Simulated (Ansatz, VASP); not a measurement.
# AlN: VASP beside Ansatz

```xyz
4
Lattice="3.3135 0.0000 0.0000 -1.6567 2.8696 0.0000 0.0000 0.0000 4.1876" Properties=species:S:1:pos:R:3 pbc="T T T"
Al    0.0000    1.9473    3.3006
Al    1.6567    0.9908    1.2068
N     0.0000    1.8470    0.7389
N     1.6567    0.8905    2.8327
```

Change from the starting cell: mode 4 frozen in at -0.308 Å and mode 10 at -0.066 Å (largest displacements).

Alike in both runs: task single point; functional PBE; k mesh 9 × 9 × 6; occupations gaussian, width 0.05 eV; no spin polarisation.

|  | VASP | Ansatz |
| --- | --- | --- |
| version | VASP 6.6.1 | Ansatz 0.2.0 |
| potentials or method | VASP PAW PBE potentials, release 64 (Al, N), cutoff 520 eV | scalar-relativistic, plane waves, PAW |
| valence electrons in the cell | 16 | 16 |

VASP gave:

* gap on the k mesh at the Fermi level (eV): 3.98
* least direct gap on the mesh (eV): 3.98
* pressure (GPa): 26.7
* traceless stress, the component that is largest in VASP (GPa): 71.21
* rms of the force components (eV/Å): 3.658

**Question.** Estimate Ansatz's values.

**Answer.** gap on the k mesh at the Fermi level (eV): 3.97; least direct gap on the mesh (eV): 3.97; pressure (GPa): 26.7; traceless stress, the component that is largest in VASP (GPa): 70.82; rms of the force components (eV/Å): 3.642.

Atom by atom the forces differ by 0.016 eV/Å (rms over components).
